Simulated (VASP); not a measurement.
# Y3Zr2F (I4/mmm) in VASP: notebook, part 2 of 2

VASP 6.6.1. The steps go on from the part before.

## (4) Relaxation of cell and atoms, PBE

INCAR

```
SYSTEM = Y3Zr2F
PREC = Accurate
ENCUT = 600
EDIFF = 1E-7
ISMEAR = 0
SIGMA = 0.1
LREAL = .False.
LASPH = .True.
NELM = 100
ALGO = Normal
ISIF = 3
LWAVE = .False.
LCHARG = .False.
GGA = PE
IBRION = 2
NSW = 90
EDIFFG = -0.04
```

KPOINTS

```
regular mesh
0
Gamma
  4 4 4
  0 0 0
```

POSCAR

```
Y3Zr2F
1.0
   -2.6851838600      2.6851838600      4.9019149000
    2.6851838600     -2.6851838600      4.9019149000
    2.6851838600      2.6851838600     -4.9019149000
Y Zr F
3 2 1
Direct
    0.6782475300      0.6782475300      0.0000000000
    0.3217524700      0.3217524700      0.0000000000
    0.0000000000      0.0000000000      0.0000000000
    0.7500000000      0.2500000000      0.5000000000
    0.2500000000      0.7500000000      0.5000000000
    0.5000000000      0.5000000000      0.0000000000
```

Potentials or basis: VASP PAW PBE potentials, release 64 (Y_sv, Zr_sv, F).

Run with:

```console
$ cat potpaw_PBE.64/Y_sv/POTCAR potpaw_PBE.64/Zr_sv/POTCAR potpaw_PBE.64/F/POTCAR > POTCAR
$ mpirun -np 1 vasp_std > vasp.out
```

OUTCAR:

```text
SYSTEM = Y3Zr2F
   PREC = Accurate
   ENCUT = 600
   EDIFF = 1E-7
   ISMEAR = 0
   LREAL = .False.
   LASPH = .True.
   NELM = 100
   ISIF = 3
   GGA = PE
   IBRION = 2
   NSW = 90
   EDIFFG = -0.04

 ion  position               nearest neighbor table
   1  0.678  0.678  0.000-   6 1.75   4 2.78   5 2.78   4 2.78   5 2.78   3 3.15   2 3.50   2 4.05
                             2 4.05   2 4.05   2 4.05   3 4.18   3 4.18   3 4.18   3 4.18
   2  0.322  0.322  0.000-   6 1.75   5 2.78   4 2.78   5 2.78   4 2.78   3 3.15   1 3.50   1 4.05
                             1 4.05   1 4.05   1 4.05   3 4.18   3 4.18   3 4.18   3 4.18
   3  0.000  0.000  0.000-   1 3.15   2 3.15   4 3.64   5 3.64   4 3.64   5 3.64   4 3.64   5 3.64
                             4 3.64   5 3.64   1 4.18   1 4.18   1 4.18   2 4.18   1 4.18   2 4.18
   4  0.750  0.250  0.500-   2 2.78   1 2.78   2 2.78   1 2.78   3 3.64   3 3.64   3 3.64   3 3.64
                             5 3.80   5 3.80   5 3.80   5 3.80
   5  0.250  0.750  0.500-   2 2.78   1 2.78   2 2.78   1 2.78   3 3.64   3 3.64   3 3.64   3 3.64
                             4 3.80   4 3.80   4 3.80   4 3.80
[... 191 lines left out ...]
 Fermi energy:         5.1127049739
[... 1187 lines left out ...]
     37       5.0119      0.00000
     38       5.6630      0.00000

[... ionic steps 4 to 9 ...]

--------------------------------------- Ionic step       10  -------------------------------------------

 number of electron      63.9999996 magnetization

------------------------ aborting loop because EDIFF is reached ----------------------------------------
[... 75 lines left out ...]
--------------------------------------- Ionic step       12  -------------------------------------------

 number of electron      63.9999994 magnetization

 Free energy of the ion-electron system (eV)
  ---------------------------------------------------
  ext. energy  EPLUGINS =         0.00000000
  ---------------------------------------------------
  free energy    TOTEN  =       -37.86677881 eV

  energy without entropy =      -37.80820468  energy(sigma->0) =      -37.83749174

 E-fermi :   3.2810     XC(G=0):  -8.9969

 val. band max:        3.2737487774   @ k =   0.5000   0.5000   0.0000
 cond. band min:       3.2889539283   @ k =   0.5000   0.5000   0.0000
 fundamental gap:      0.0152051509
 Fermi energy:         3.2810077713
[... 564 lines left out ...]
  FREE ENERGIE OF THE ION-ELECTRON SYSTEM (eV)
  ---------------------------------------------------
  free  energy   TOTEN  =       -37.8667788126 eV

  energy  without entropy=      -37.8082046759  energy(sigma->0) =      -37.83749174

 reached required accuracy - stopping structural energy minimisation
```

Run time: 34 min. Hardware: 1 thread of Oxide Virtual Turin-like, shared host; peak memory 0.41 GiB.

Results:

* Free energy: -37.8668 eV
* Relaxed volume: 31.12 Å³/atom
* Relaxed cell: a = 6.896 Å, b = 6.896 Å, c = 6.896 Å, α = 130.22°, β = 130.22°, γ = 73.05°
* Space group after relaxing (to 0.05 Å): I4/mmm (No. 139)
* Energy gained by relaxing: 647.4 meV/atom
* Ionic steps: 12
* Pressure after relaxing: 0.1 GPa
* Largest force after relaxing: 0.008 eV/Å
* Band gap on the k mesh: zero (band 32 reaches 3.56 eV, above the bottom of band 33 at 3.24 eV)

Forces on the atoms (eV/Å):
```
Y    0.000  0.000  0.008
Y    0.000  0.000 -0.008
Y    0.000  0.000  0.000
Zr   0.000  0.000  0.000
Zr   0.000  0.000  0.000
F    0.000  0.000  0.000
```

The path:
```tsv
step	energy change (eV)	largest force (eV/Å)	pressure (GPa)	volume (Å³)
1	0.0000	8.9899	25.24	141.38
2	-0.2920	1.8779	-4.53	228.15
3	-3.1594	2.2606	2.81	173.15
4	-3.2140	2.1146	3.61	170.49
5	-3.2537	1.7273	5.36	165.47
6	-3.8192	0.9180	-0.76	188.85
7	-3.8200	0.8898	-0.94	189.78
8	-3.8657	0.0325	0.28	186.36
9	-3.8675	0.1888	0.06	186.90
10	-3.8767	0.1241	0.08	186.85
11	-3.8838	0.0418	0.15	186.69
12	-3.8846	0.0076	0.14	186.73
```

Final structure:
```xyz
6
Lattice="-2.9023 2.9023 5.5420 2.9023 -2.9023 5.5420 2.9023 2.9023 -5.5420" Properties=species:S:1:pos:R:3 pbc="T T T"
Y     0.0000    0.0000    7.6202
Y     0.0000    0.0000    3.4638
Y     0.0000    0.0000    0.0000
Zr    0.0000    2.9023    2.7710
Zr    2.9023    0.0000    2.7710
F     0.0000    0.0000    5.5420
```

Levels at points of the mesh, in eV from the Fermi level:
```csv
k point,band 29,band 30,band 31,band 32,band 33,band 34,band 35,band 36
"(0.00, 0.00, 0.00)",-0.49,-0.29,-0.29,-0.11,0.03,0.03,0.60,0.61
"(0.50, 0.00, 0.00)",-0.91,-0.60,-0.07,0.20,0.30,0.36,0.55,0.59
"(0.50, 0.50, 0.00)",-0.63,-0.34,-0.30,-0.01,0.01,0.46,0.59,0.65
"(0.50, 0.50, 0.50)",-0.81,-0.68,-0.68,-0.46,0.66,0.67,0.67,1.05
```

Caveat: the k points lie up to 0.38 Å⁻¹ apart in the final cell; the volume moved by over 15 % at a fixed basis, so the end points are rough.

## (5) Overview

| task | cell | cutoff (eV) | gap on the mesh (eV) | pressure (GPa) | largest force (eV/Å) |
| --- | --- | --- | --- | --- | --- |
| single point | a = 6.201 Å, angles 128.7, 128.7, 75.5°, 6 atoms | 520 | none | 25.3 | 8.99 |
| single point | a = 6.904 Å, angles 130.2, 130.2, 73.0°, 6 atoms | 520 | none | 0.1 | 0.02 |
| relaxation of cell and atoms | relaxed from a = 6.201 Å, angles 128.7, 128.7, 75.5°, 6 atoms | 600 | none | 0.1 | 0.01 |

Alike in all rows: level PBE; potentials or basis VASP PAW PBE potentials, release 64 (Y_sv, Zr_sv, F); no spin polarisation; k mesh 4 × 4 × 4; smearing gaussian 0.1 eV.

Caveats: all runs use coarse meshes; forces of over 1 eV/Å act on the atoms, so gaps and moduli don't describe the material at rest (some runs); the volume moved by over 15 % at a fixed basis, so the end points are rough (some runs).

Absolute energies hang on the potentials; compare differences alone.
